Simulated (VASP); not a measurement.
# F (Cmce) in VASP: a series of runs, part 2 of 2

VASP 6.6.1.

**3. Single point, PBEsol (strain +0.0450 x Voigt [1, -1, 0, 0, 0, 0])**

File INCAR:

```
SYSTEM = F
PREC = Accurate ; ENCUT = 520
EDIFF = 1E-6 ; ISMEAR = 0
SIGMA = 0.05 ; LREAL = .FALSE.
LASPH = .TRUE. ; NELM = 60
ALGO = Normal ; ISIF = 2
LWAVE = .FALSE. ; LCHARG = .TRUE.
GGA = PS ; LELF = .TRUE.
LVHAR = .TRUE. ; NBANDS = 22
```

File KPOINTS:

```
Automatic mesh
0
G
  6 6 4
  0 0 0
```

File POSCAR:

```
F
1.0
    3.6994233100     -1.9977654550      0.0000000000
    3.6994233100      1.9977654550      0.0000000000
    0.0000000000      0.0000000000      6.3757260000
F
4
Direct
    0.9125420000      0.0874580000      0.0960130000
    0.5874580000      0.4125420000      0.5960130000
    0.4125420000      0.5874580000      0.4039870000
    0.0874580000      0.9125420000      0.9039870000
```

Potentials or basis: VASP PAW PBE potentials, release 64 (F).

The run is started by

```sh
$ cat potpaw_PBE.64/F/POTCAR > POTCAR
$ mpirun -np 1 vasp_std > vasp.out
```

OUTCAR:

```text
SYSTEM = F
   PREC = Accurate
   ENCUT = 520
   EDIFF = 1E-6
   ISMEAR = 0
   LREAL = .FALSE.
   LASPH = .TRUE.
   NELM = 60
   ISIF = 2
   GGA = PS

 ion  position               nearest neighbor table
   1  0.913  0.087  0.096-   4 1.41
   2  0.587  0.413  0.596-   3 1.41
   3  0.413  0.587  0.404-   2 1.41
   4  0.087  0.913  0.904-   1 1.41

[... 801 lines left out ...]

  FORCE on cell =-STRESS in cart. coord.  units (eV):
  Direction    XX          YY          ZZ          XY          YZ          ZX
  --------------------------------------------------------------------------------------
  -------------------------------------------------------------------------------------
  Total       -0.2751995     -0.2213854      0.0905316      0.0000000      0.0000000      0.0000000
  in kB       -4.6786438     -3.7637553      1.5391211      0.0000000      0.0000000      0.0000000
  external PRESSURE =      -2.3010927 kB  Pullay stress =       0.0000000 kB

 VOLUME and BASIS-vectors are now :
 -----------------------------------------------------------------------------
  energy-cutoff  :      520.00
  volume of cell :       94.24
      direct lattice vectors                 reciprocal lattice vectors
     3.699423310 -1.997765455  0.000000000     0.135156201 -0.250279631  0.000000000
     3.699423310  1.997765455  0.000000000     0.135156201  0.250279631  0.000000000
     0.000000000  0.000000000  6.375726000     0.000000000  0.000000000  0.156844883

 POSITION                                       TOTAL-FORCE (eV/Angst)
 -----------------------------------------------------------------------------------
      3.69942     -1.64832      0.61215         0.000000      0.067035      0.107872
      3.69942     -0.34944      3.80002         0.000000     -0.067035      0.107872
      3.69942      0.34944      2.57571         0.000000      0.067035     -0.107872
      3.69942      1.64832      5.76357         0.000000     -0.067035     -0.107872
 -----------------------------------------------------------------------------------
    total drift:                                0.000000      0.000000     -0.000000

  FREE ENERGIE OF THE ION-ELECTRON SYSTEM (eV)
  ---------------------------------------------------
  free  energy   TOTEN  =        -7.7948561805 eV

  energy  without entropy=       -7.7948561805  energy(sigma->0) =       -7.79485618
```

OSZICAR:

```text
N       E                     dE             d eps       ncg     rms          rms(c)
DAV:   1     0.197013348788E+03    0.19701E+03   -0.14368E+04  1716   0.112E+03
DAV:   2     0.196348184327E+01   -0.19505E+03   -0.18841E+03  2430   0.278E+02
DAV:   3    -0.946378445507E+01   -0.11427E+02   -0.11372E+02  1938   0.682E+01
DAV:   4    -0.954585097978E+01   -0.82067E-01   -0.82057E-01  1884   0.667E+00
DAV:   5    -0.954642555356E+01   -0.57457E-03   -0.57452E-03  2026   0.545E-01    0.111E+01
DAV:   6    -0.822963871266E+01    0.13168E+01   -0.46655E-01  1776   0.685E+00    0.629E+00
DAV:   7    -0.779741199691E+01    0.43223E+00   -0.62435E-01  1734   0.746E+00    0.708E-01
DAV:   8    -0.779470824974E+01    0.27037E-02   -0.80712E-02  1860   0.200E+00    0.115E-01
DAV:   9    -0.779475104641E+01   -0.42797E-04   -0.10186E-03  1962   0.239E-01    0.664E-02
DAV:  10    -0.779485045321E+01   -0.99407E-04   -0.24893E-04  1920   0.128E-01    0.257E-02
DAV:  11    -0.779485640507E+01   -0.59519E-05   -0.30077E-05  1944   0.481E-02    0.703E-03
DAV:  12    -0.779485618045E+01    0.22461E-06   -0.25178E-06  1956   0.127E-02
   1 F= -.77948562E+01 E0= -.77948562E+01  d E =-.519851E-15
```

stdout:

```text
POSCAR found type information on POSCAR F
 POSCAR found :  1 types and       4 ions
 scaLAPACK will be used
 -----------------------------------------------------------------------------
|                                                                             |
|                                                                             |
|     You enforced a specific xc type in the INCAR file but a different       |
|     I HOPE YOU KNOW WHAT YOU ARE DOING!                                     |
|                                                                             |
 -----------------------------------------------------------------------------

 LDA part: xc-table for (Slater+PW92), standard interpolation
 POSCAR, INCAR and KPOINTS ok, starting setup
 FFT: planning ... GRIDC
 FFT: planning ... GRID_SOFT
 FFT: planning ... GRID
 WAVECAR not read
 entering main loop
```

Run time: 23 s. Hardware: 1 thread of Intel Xeon 6975P-C (Granite Rapids), shared host; peak memory 0.21 GiB.

Results:

```
Free energy            : -7.7949 eV
Pressure               : -0.2 GPa
Largest force          : 0.127 eV/Å
Band gap on the k mesh : 3.19 eV
```

Forces in eV/Å, atoms in the order of the input:
```
F    0.000  0.067  0.108
F    0.000 -0.067  0.108
F    0.000  0.067 -0.108
F    0.000 -0.067 -0.108
```

Caveat: the cell differs from its parent crystal (strain +0.0450 x Voigt [1, -1, 0, 0, 0, 0]); this functional lacks dispersion, which holds the molecules together, so the pressure and a relaxed volume are unreliable; the PAW data sets were made with another functional, which shifts forces and pressure a little.
